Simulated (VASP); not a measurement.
# Zn in VASP: notebook

The runs below take Zn through single point, with PBEsol.

Program: VASP 6.6.1. These are calculated values, not measurements. Logs are shortened: lines on timing, memory, paths and dates and some standing lists are left out, and cuts for length are marked.

### 1 The cell of the first run

The typed cell holds 2 atoms: a = 2.645 Å, b = 2.606 Å, c = 4.811 Å, α = 90.00°, β = 90.00°, γ = 120.62°.

### 2 Single point, PBEsol (uniaxial strain along a: +2.0 %, then relaxed in part)

INCAR

```
  ALGO = Fast
  EDIFF = 1E-6
  ENCUT = 520
  GGA = PS
  ISIF = 2
  ISMEAR = 0
  LASPH = True
  LCHARG = True
  LELF = True
  LREAL = False
  LVHAR = True
  LWAVE = False
  NBANDS = 19
  NELM = 100
  PREC = Accurate
  SIGMA = 0.1
```

KPOINTS

```
k-points
0
Gamma
  24 24 12
```

POSCAR

```
Zn
1.0
    2.6445554148     -0.0029644207      0.0000000000
   -1.3247820480      2.2440850935      0.0000000000
    0.0000000000      0.0000000000      4.8105045949
Zn
2
Direct
    0.3335436185      0.6674661419      0.2500000000
    0.6664563815      0.3325338581      0.7500000000
```

Potentials or basis: VASP PAW PBE potentials, release 64 (Zn).

On the command line:

```bash
$ cat potpaw_PBE.64/Zn/POTCAR > POTCAR
$ mpirun -np 1 vasp_std > vasp.out
```

OUTCAR:

```text
EDIFF = 1E-6
   ENCUT = 520
   GGA = PS
   ISIF = 2
   ISMEAR = 0
   LASPH = True
   LREAL = False
   NELM = 100
   PREC = Accurate

 ion  position               nearest neighbor table
   1  0.334  0.667  0.250-   2 2.83   2 2.83   2 2.84   2 2.84   2 2.85   2 2.85
   2  0.666  0.333  0.750-   1 2.83   1 2.83   1 2.84   1 2.84   1 2.85   1 2.85

  Warning from LATTYP: Monoclinic adjustment (A1->A3, A2->A1, A3->A2)!
  Warning from LATTYP: Got some problem with cell dimensions!
  Tried to take original basis but could not verify dimensions!
  LATTYP: Found a simple monoclinic cell.
 ALAT       =     2.6008505551
 B/A-ratio  =     1.8495890068
 C/A-ratio  =     1.0019599443
 COS(beta)  =    -0.4840672181

  Lattice vectors:

 A1 = (   1.3197733668,   2.2411206728,   0.0000000000)
 A2 = (   0.0000000000,   0.0000000000,   4.8105045949)
 A3 = (   1.3247820480,  -2.2440850935,   0.0000000000)

Analysis of symmetry for initial positions (statically):
=====================================================================
 Subroutine PRICEL returns:
 Original cell was already a primitive cell.

 Routine SETGRP: Setting up the symmetry group for a
 simple monoclinic supercell.

 Subroutine GETGRP returns: Found  4 space group operations
 (whereof  2 operations were pure point group operations)
 out of a pool of  4 trial point group operations.

The static configuration has the point symmetry S_2 .
 The point group associated with its full space group is C_2h.

Analysis of symmetry for dynamics (positions and initial velocities):
=====================================================================
 Subroutine PRICEL returns:
 Original cell was already a primitive cell.

 Routine SETGRP: Setting up the symmetry group for a
 simple monoclinic supercell.

 Subroutine GETGRP returns: Found  4 space group operations
 (whereof  2 operations were pure point group operations)
 out of a pool of  4 trial point group operations.

The dynamic configuration has the point symmetry S_2 .
 The point group associated with its full space group is C_2h.

 Subroutine INISYM returns: Found  4 space group operations
 (whereof  2 operations are pure point group operations),
 and found     1 'primitive' translations

----------------------------------------------------------------------------------------
[... 88 lines left out ...]
   LNONCOLLINEAR =      F non collinear calculations
   LSORBIT =      F    spin-orbit coupling
   LASPH  =      T    aspherical Exc in radial PAW
   ENCUT  =  520.0 eV  38.22 Ry    6.18 a.u.   4.92  4.85  8.94*2*pi/ulx,y,z
   NELM   =    100;   NELMIN=  2; NELMDL= -5     # of ELM steps
   EDIFF  = 0.1E-05   stopping-criterion for ELM
   LREAL  =      F    real-space projection
   EDIFFG = 0.1E-04   stopping-criterion for IOM
   NSW    =      0    number of steps for IOM
   IBRION =     -1    ionic relax: 0-MD 1-quasi-New 2-CG
   NFREE  =      0    steps in history (QN), initial steepest desc. (CG)
   ISIF   =      2    stress and relaxation
   ISYM   =      2    0-nonsym 1-usesym 2-fastsym
   POTIM  = 0.5000    time-step for ionic-motion
   TEBEG  =    0.0;   TEEND  =   0.0 temperature during run
   PSTRESS=    0.0 pullay stress
   NELECT =      24.0000    total number of electrons
   NUPDOWN=      -1.0000    fix difference up-down
   EMIN   =  10.00;   EMAX   =-10.00  energy-range for DOS
   EFERMI =   0.00;   METHOD = LEGACY
   ISMEAR =     0;   SIGMA  =   0.10  broadening in eV -4-tet -1-fermi 0-gaus
   EFERMI_NEDOS =   21; number of points for ismear=-14 and -15
   IALGO  =     68    algorithm
   IMIX   =      4    mixing-type and parameters
     AMIX     =   0.40;   BMIX     =  1.00
     AMIX_MAG =   1.60;   BMIX_MAG =  1.00
  volume/ion in A,a.u.               =      14.26        96.26
  Fermi-wavevector in a.u.,A,eV,Ry     =   1.545421  2.920423 32.495157  2.388327
  Thomas-Fermi vector in A             =   2.650802
   LORBIT       =      0    0 simple, 1 ext, 2 COOP (PROOUT), +10 PAW based schemes
   GGA     = PS    functional components
   LHFCALC =     F    Hartree Fock is set to
   AEXX    =    0.0000 exact exchange contribution
   IVDW    =     0    specifies the selected vdW correction
   LEPSILON=     F    determine dielectric tensor
   LRPA    =     F    only Hartree local field effects (RPA)
 non-spin polarized calculation
 RMM-DIIS sequential band-by-band and
 Gauss-broadening in eV      SIGMA  =   0.10
  energy-cutoff  :      520.00
  volume of cell :       28.53
 maximum number of plane-waves:       786
   NGX =  9   NGY =  9   NGZ = 17

 number of electron      24.0000034 magnetization

 Free energy of the ion-electron system (eV)
  ---------------------------------------------------
  ext. energy  EPLUGINS =         0.00000000
  ---------------------------------------------------
  free energy    TOTEN  =        -3.16764786 eV

  energy without entropy =       -3.16528869  energy(sigma->0) =       -3.16646828

 E-fermi :   3.4536     XC(G=0): -12.0433

 val. band max:        3.4525165013   @ k =  -0.2917   0.4167   0.0000
 cond. band min:       3.4543075701   @ k =  -0.3333   0.4583   0.0833
 fundamental gap:      0.0017910688
 Fermi energy:         3.4536107598

 k-point     1 :       0.0000    0.0000    0.0000
  band No.  band energies     occupation
      1      -7.5297      2.00000
      2      -5.4665      2.00000
      3      -4.6600      2.00000
      4      -4.4638      2.00000
      5      -4.4013      2.00000
      6      -4.3641      2.00000
[... 505 lines left out ...]
      6      -4.2450      2.00000
[... 11 lines left out ...]
     18      19.0971      0.00000
     19      19.4241      0.00000

 [... further k-points ...]

------------------------ aborting loop because EDIFF is reached ----------------------------------------

  FORCE on cell =-STRESS in cart. coord.  units (eV):
  Direction    XX          YY          ZZ          XY          YZ          ZX
  --------------------------------------------------------------------------------------
  -------------------------------------------------------------------------------------
  Total       -0.2138399      0.2080507      0.1479121      0.0331151      0.0000000      0.0000000
  in kB      -12.0089292     11.6838140      8.3065210      1.8596947      0.0000000      0.0000000
  external PRESSURE =       2.6604686 kB  Pullay stress =       0.0000000 kB

 VOLUME and BASIS-vectors are now :
 -----------------------------------------------------------------------------
  energy-cutoff  :      520.00
  volume of cell :       28.53
      direct lattice vectors                 reciprocal lattice vectors
     2.644555415 -0.002964421  0.000000000     0.378385788  0.223377759  0.000000000
    -1.324782048  2.244085093  0.000000000     0.000499845  0.445910981  0.000000000
     0.000000000  0.000000000  4.810504595     0.000000000  0.000000000  0.207878400

 POSITION                                       TOTAL-FORCE (eV/Angst)
 -----------------------------------------------------------------------------------
     -0.00217      1.49686      1.20263         0.000082      0.000710      0.000000
      1.32195      0.74426      3.60788        -0.000082     -0.000710      0.000000
 -----------------------------------------------------------------------------------
    total drift:                                0.000000     -0.000000     -0.000000

  FREE ENERGIE OF THE ION-ELECTRON SYSTEM (eV)
  ---------------------------------------------------
  free  energy   TOTEN  =        -3.1676478647 eV

  energy  without entropy=       -3.1652886907  energy(sigma->0) =       -3.16646828
```

It took 7.9 min on 1 thread of Intel Xeon Platinum 8488C (Sapphire Rapids), shared host; peak memory 0.88 GiB.

Results:

| Quantity | Value |
| --- | --- |
| Free energy | -3.1676 eV |
| Pressure | 0.3 GPa |
| Band gap on the k mesh | zero (bands 12 and 13 overlap by 4.40 eV) |

Caveat: the cell differs from its parent crystal (uniaxial strain along a: +2.0 %, then relaxed in part); the PAW data sets were made with another functional, which shifts forces and pressure a little.

### 3 Single point, PBEsol (uniaxial strain along a: +2.0 %)

INCAR

```
SYSTEM = Zn
PREC     = Accurate       ! precision mode
ENCUT    = 520            ! plane-wave cutoff, eV
EDIFF    = 1E-7           ! SCF threshold, eV
ISMEAR   = 0              ! smearing method
SIGMA    = 0.1            ! smearing width, eV
LREAL    = .False.        ! projectors in reciprocal space
LASPH    = .True.         ! aspherical terms in the spheres
NELM     = 80             ! most SCF steps
ALGO     = Fast           ! electronic algorithm
ISIF     = 2              ! what is computed and relaxed
LWAVE    = .False.        ! write WAVECAR
LCHARG   = .False.        ! write CHGCAR
GGA      = PS             ! functional
NBANDS   = 19             ! bands
```

KPOINTS

```
regular mesh
0
Gamma
  24 24 12
  0 0 0
```

POSCAR

```
Zn
1.0
    2.6445570763      0.0000000000      0.0000000000
   -1.3222785382      2.2341199429      0.0000000000
    0.0000000000      0.0000000000      4.8702458241
Zn
2
Direct
    0.3334350997      0.6670376896      0.2500000000
    0.6665649003      0.3329623104      0.7500000000
```

Potentials or basis: VASP PAW PBE potentials, release 64 (Zn).

On the command line:

```bash
$ cat potpaw_PBE.64/Zn/POTCAR > POTCAR
$ mpirun -np 1 vasp_std > vasp.out
```

It took 5.9 min on 1 thread of Intel Xeon 6975P-C (Granite Rapids), shared host; peak memory 0.89 GiB.

Results (log left out):

```
Free energy            : -3.1669 eV
Pressure               : -0.6 GPa
Band gap on the k mesh : zero (bands 12 and 13 overlap by 4.63 eV)
```

Forces on the atoms (eV/Å):
```
Zn   0.000  0.002  0.000
Zn   0.000 -0.002  0.000
```

Stress tensor (GPa, compression positive):
```
-2.45  0.00  0.00
 0.00  1.06  0.00
 0.00  0.00 -0.55
```

Levels at points of the mesh, in eV from the Fermi level:
| k point | band 9 | band 10 | band 11 | band 12 | band 13 | band 14 | band 15 | band 16 |
| --- | --- | --- | --- | --- | --- | --- | --- | --- |
| (0.00, 0.00, 0.00) | -7.37 | -7.16 | -7.14 | -3.96 | -3.04 | 13.96 | 17.68 | 17.90 |
| (0.50, 0.00, 0.00) | -6.96 | -6.94 | -3.08 | -2.28 | 2.63 | 3.48 | 4.29 | 5.75 |
| (0.50, 0.50, 0.00) | -6.96 | -6.94 | -3.08 | -2.27 | 2.63 | 3.48 | 4.29 | 5.75 |
| (0.00, 0.50, 0.00) | -6.94 | -6.92 | -2.87 | -1.99 | 2.91 | 3.80 | 4.64 | 5.99 |
| (0.00, 0.00, 0.50) | -7.25 | -7.25 | -7.23 | -7.23 | 4.67 | 4.67 | 19.23 | 19.23 |
| (0.50, 0.00, 0.50) | -6.95 | -6.95 | -2.11 | -2.11 | 0.14 | 0.14 | 10.34 | 10.34 |
| (0.50, 0.50, 0.50) | -6.95 | -6.95 | -2.11 | -2.11 | 0.14 | 0.14 | 10.34 | 10.34 |
| (0.00, 0.50, 0.50) | -6.93 | -6.93 | -1.90 | -1.90 | 0.50 | 0.50 | 10.61 | 10.61 |

Caveat: the cell differs from its parent crystal (uniaxial strain along a: +2.0 %); the PAW data sets were made with another functional, which shifts forces and pressure a little.

### 4 Single point, PBEsol (uniaxial strain along a: +3.0 %, then relaxed in part)

INCAR

```
PREC     = Accurate       # precision mode
ENCUT    = 520            # plane-wave cutoff, eV
EDIFF    = 1E-6           # SCF threshold, eV
ISMEAR   = 0              # smearing method
SIGMA    = 0.1            # smearing width, eV
LREAL    = F              # projectors in reciprocal space
LASPH    = T              # aspherical terms in the spheres
NELM     = 60             # most SCF steps
ALGO     = Fast           # electronic algorithm
ISIF     = 2              # what is computed and relaxed
LWAVE    = F              # write WAVECAR
LCHARG   = F              # write CHGCAR
GGA      = PS             # functional
NBANDS   = 19             # bands
```

KPOINTS

```
Automatic mesh
0
Gamma
  24 24 12
```

POSCAR

```
Zn
1.0
    2.6704794358     -0.0049946088      0.0000000000
   -1.3394076957      2.2449718197      0.0000000000
    0.0000000000      0.0000000000      4.7576676510
Zn
2
Direct
    0.3333018167      0.6679012871      0.2500000000
    0.6666981833      0.3320987129      0.7500000000
```

On the command line:

```bash
$ cat potpaw_PBE.64/Zn/POTCAR > POTCAR
$ mpirun -np 1 vasp_std > vasp.out
```

Wall time 5.3 min (1 thread of Intel Xeon 6975P-C (Granite Rapids), shared host); peak memory 0.88 GiB.

The run converged. Its results:

```yaml
Free_energy: -3.1637 eV
Pressure: 0.1 GPa
Band_gap_on_the_k_mesh: zero (bands 12 and 13 overlap by 4.23 eV)
```

Stress tensor (GPa, compression positive):
```
-1.64  0.19  0.00
 0.19  1.19  0.00
 0.00  0.00  0.89
```

Levels at points of the mesh, in eV from the Fermi level:
```tsv
k point	band 9	band 10	band 11	band 12	band 13	band 14	band 15	band 16
(0.00, 0.00, 0.00)	-7.48	-7.24	-7.21	-3.93	-2.74	15.06	17.24	17.77
(0.50, 0.00, 0.00)	-7.06	-7.04	-3.28	-2.49	2.80	3.43	4.46	5.77
(0.00, 0.50, 0.00)	-7.04	-7.01	-3.03	-2.17	3.12	3.81	4.85	6.03
(0.50, 0.50, 0.00)	-7.07	-7.04	-3.32	-2.54	2.75	3.36	4.41	5.74
(0.00, 0.00, 0.50)	-7.34	-7.34	-7.32	-7.32	5.24	5.24	18.64	18.64
(0.50, 0.00, 0.50)	-7.05	-7.05	-2.26	-2.26	-0.01	-0.01	10.77	10.77
(0.00, 0.50, 0.50)	-7.02	-7.02	-2.02	-2.02	0.41	0.41	11.07	11.07
(0.50, 0.50, 0.50)	-7.05	-7.05	-2.29	-2.29	-0.08	-0.08	10.74	10.74
```

Caveat: the cell differs from its parent crystal (uniaxial strain along a: +3.0 %, then relaxed in part); the PAW data sets were made with another functional, which shifts forces and pressure a little.

### 5 The runs side by side

| cell | further INCAR settings | gap on the mesh (eV) | pressure (GPa) |
| --- | --- | --- | --- |
| a = 2.645, b = 2.606, c = 4.811 Å, angles 90.0, 90.0, 120.6°, 2 atoms, atomic positions A | ALGO = Fast; EDIFF = 1e-06; NBANDS = 19 | none | 0.3 |
| a = 2.645, b = 2.596, c = 4.870 Å, angles 90.0, 90.0, 120.6°, 2 atoms, atomic positions B | ALGO = Fast; EDIFF = 1e-07; NBANDS = 19 | none | -0.6 |
| a = 2.670, b = 2.614, c = 4.758 Å, angles 90.0, 90.0, 120.9°, 2 atoms, atomic positions C | ALGO = Fast; EDIFF = 1e-06; NBANDS = 19 | none | 0.1 |

Alike in all rows: task single point; level PBEsol; potentials or basis VASP PAW PBE potentials, release 64 (Zn); no spin polarisation; k mesh 24 × 24 × 12; cutoff (eV) 520; smearing gaussian 0.1 eV.

Caveats: the PAW data sets were made with another functional, which shifts forces and pressure a little.

Total energies depend on the potentials used, so only differences within one code and one set of settings carry meaning.
